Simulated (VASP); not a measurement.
# SbPb (Fm-3m) in VASP: further runs, part 2 of 2

VASP 6.6.1.

## Step 4: Relaxation of cell and atoms, LDA

This run uses another cell than the first one, of 31.59 Å³/atom.

INCAR

```
SYSTEM = SbPb
ALGO = Normal ; EDIFF = 1E-6
EDIFFG = -0.005 ; ENCUT = 600
IBRION = 2 ; ISIF = 3
ISMEAR = 0 ; LASPH = .TRUE.
LCHARG = .FALSE. ; LREAL = .FALSE.
LWAVE = .FALSE. ; NELM = 80
NSW = 100 ; PREC = Accurate
SIGMA = 0.1
```

KPOINTS

```
k-points
0
G
  12 12 12
  0 0 0
```

POSCAR

```
SbPb
1.0
    0.0000000000      3.1612433100      3.1612433100
    3.1612433100      0.0000000000      3.1612433100
    3.1612433100      3.1612433100      0.0000000000
Sb Pb
1 1
Direct
    0.5000000000      0.5000000000      0.5000000000
    0.0000000000      0.0000000000      0.0000000000
```

Potentials or basis: VASP PAW LDA potentials, release 64 (Sb, Pb_d).

Command:

```sh
$ cat potpaw_LDA.64/Sb/POTCAR potpaw_LDA.64/Pb_d/POTCAR > POTCAR
$ mpirun -np 1 vasp_std > vasp.out
```

OUTCAR:

```text
SYSTEM = SbPb
   EDIFF = 1E-6
   EDIFFG = -0.005
   ENCUT = 600
   IBRION = 2
   ISIF = 3
   ISMEAR = 0
   LASPH = .TRUE.
   LREAL = .FALSE.
   NELM = 80
   NSW = 100
   PREC = Accurate

 ion  position               nearest neighbor table
   1  0.500  0.500  0.500-   2 3.16   2 3.16   2 3.16   2 3.16   2 3.16   2 3.16
   2  0.000  0.000  0.000-   1 3.16   1 3.16   1 3.16   1 3.16   1 3.16   1 3.16

  LATTYP: Found a face centered cubic cell.
 ALAT       =     6.3224866200

  Lattice vectors:

 A1 = (   0.0000000000,   3.1612433100,   3.1612433100)
 A2 = (   3.1612433100,   0.0000000000,   3.1612433100)
 A3 = (   3.1612433100,   3.1612433100,   0.0000000000)

Analysis of symmetry for initial positions (statically):
=====================================================================
 Subroutine PRICEL returns:
 Original cell was already a primitive cell.

 Routine SETGRP: Setting up the symmetry group for a
 face centered cubic supercell.
[... 187 lines left out ...]
      9       5.4941      2.00000
     10       5.4941      2.00000
     11      10.6474      0.00000
     12      10.6474      0.00000
     13      10.6474      0.00000
[... 439 lines left out ...]
--------------------------------------- Ionic step        3  -------------------------------------------

 number of electron      19.0000002 magnetization

 Free energy of the ion-electron system (eV)
  ---------------------------------------------------
  ext. energy  EPLUGINS =         0.00000000
  ---------------------------------------------------
  free energy    TOTEN  =        -8.93826611 eV

  energy without entropy =       -8.93057868  energy(sigma->0) =       -8.93442239

 E-fermi :   6.8178     XC(G=0): -10.0994

 val. band max:        6.8152845912   @ k =   0.4167   0.1667   0.0833
 cond. band min:       6.8200451073   @ k =  -0.0833   0.0833   0.0000
 fundamental gap:      0.0047605161
 Fermi energy:         6.8177729951

 k-point     1 :       0.0000    0.0000    0.0000
  band No.  band energies     occupation
      1      -9.9503      2.00000
      2      -9.9503      2.00000
      3      -9.9203      2.00000
      4      -9.9203      2.00000
      5      -9.9203      2.00000
      6      -5.2316      2.00000
      7       2.9952      2.00000
      8       6.0872      2.00000
      9       6.0872      2.00000
     10       6.0872      2.00000
     11      11.4787      0.00000
     12      11.4787      0.00000
     13      11.4787      0.00000
[... 397 lines left out ...]
  FREE ENERGIE OF THE ION-ELECTRON SYSTEM (eV)
  ---------------------------------------------------
  free  energy   TOTEN  =        -8.9382661104 eV

  energy  without entropy=       -8.9305786778  energy(sigma->0) =       -8.93442239

 reached required accuracy - stopping structural energy minimisation
```

CONTCAR:

```text
SbPb
   1.00000000000000
     0.0000000000000000    3.1032596422102126    3.1032596422102126
     3.1032596422102126    0.0000000000000000    3.1032596422102126
     3.1032596422102126    3.1032596422102126   -0.0000000000000000
  Sb              Pb
     1     1
Direct
     0.5000000000000000    0.5000000000000000    0.5000000000000000
     0.0000000000000000    0.0000000000000000    0.0000000000000000

  0.00000000E+00  0.00000000E+00  0.00000000E+00
  0.00000000E+00  0.00000000E+00  0.00000000E+00
```

Wall time 89 s (1 thread of Intel Xeon Platinum 8259CL at 2.50GHz (Skylake/Cascade Lake), shared host); peak memory 0.24 GiB.

Results:

```
Free energy                           : -8.9383 eV
Relaxed volume                        : 29.89 Å³/atom
Relaxed cell                          : a = 4.389 Å, b = 4.389 Å, c = 4.389 Å, α = 60.00°, β = 60.00°, γ = 60.00°
Space group after relaxing (to 0.1 Å) : Fm-3m (No. 225)
Energy gained by relaxing             : 14.9 meV/atom
Ionic steps                           : 3
Pressure after relaxing               : 0.0 GPa
Band gap on the k mesh                : zero (an odd number of electrons rules out a gap without spin polarisation)
```

The path:
```tsv
step	energy change (eV)	largest force (eV/Å)	pressure (GPa)	volume (Å³)
1	0.0000	0.0000	-2.65	63.18
2	-0.0251	0.0000	1.21	58.52
3	-0.0298	0.0000	0.01	59.77
```

Final structure:
```
CELL_PARAMETERS angstrom
0.00000 3.10326 3.10326
3.10326 0.00000 3.10326
3.10326 3.10326 0.00000
ATOMIC_POSITIONS crystal
Sb 0.50000 0.50000 0.50000
Pb 0.00000 0.00000 0.00000
```

Levels at points of the mesh, in eV from the Fermi level:
```csv
k point,band 8,band 9,band 10,band 11,band 12,band 13
"(0.00, 0.00, 0.00)",-0.73,-0.73,-0.73,4.66,4.66,4.66
"(0.50, 0.00, 0.00)",0.07,0.07,0.98,1.16,1.16,1.23
"(0.50, 0.50, 0.00)",-4.93,-2.75,-2.75,3.00,6.83,6.83
```

Caveat: spin-orbit coupling is left out, which moves the levels of the heavy elements.

## Step 5: The runs side by side

```tsv
task	cell	k mesh	cutoff (eV)	smearing	gap on the mesh (eV)	pressure (GPa)
single point	a = 4.386 Å, angles 60.0°, 2 atoms	12 × 12 × 12	520	gaussian 0.1 eV	none	0.1
single point	a = 4.386 Å, angles 60.0°, 2 atoms	14 × 14 × 14	520	gaussian 0.15 eV	none	0.0
relaxation of cell and atoms	relaxed from a = 4.471 Å, angles 60.0°, 2 atoms	12 × 12 × 12	600	gaussian 0.1 eV	none	0.0
```

Alike in all rows: level LDA; potentials or basis VASP PAW LDA potentials, release 64 (Sb, Pb_d); no spin polarisation.

Caveats: spin-orbit coupling is left out, which moves the levels of the heavy elements.

Total energies depend on the potentials used, so only differences within one code and one set of settings carry meaning.
